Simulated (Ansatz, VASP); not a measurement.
**GaSb3 in VASP and in Ansatz**

```xyz
4
Lattice="0.0000 3.8108 3.5174 3.8108 0.0000 3.5174 3.8108 3.8108 0.0000" Properties=species:S:1:pos:R:3 pbc="T T T"
Ga    0.0000    0.0000    0.0000
Sb    1.9054    1.9054    1.7587
Sb    5.7162    5.7162    5.2761
Sb    3.8108    3.8108    3.5174
```

Alike in both runs: task single point; functional PBEsol; k mesh 10 × 10 × 10; occupations gaussian, width 0.15 eV; no spin polarisation.

|  | VASP | Ansatz |
| --- | --- | --- |
| version | VASP 6.6.1 | Ansatz 0.2.0 |
| potentials or method | VASP PAW PBE potentials, release 64 (Ga_d, Sb), cutoff 520 eV | scalar-relativistic, plane waves, PAW |
| valence electrons in the cell | 28 | 58 |

```csv
,VASP,Ansatz,Ansatz less VASP
gap on the k mesh at the Fermi level (eV),none,none,-
pressure (GPa),-2.6,-2.6,+0.02
"traceless stress, the component that is largest in VASP (GPa)",0.20,0.20,-0.004
```

VASP's potentials were made for PBE, not for PBEsol, and Ansatz warns of the same on its side. A gap of «none» marks a metal or a gap that the smearing closes. VASP's potentials hold 28 valence electrons a cell and Ansatz's 58, so a difference there can come from the potentials and not from the codes.

Neither program's run includes spin-orbit coupling.
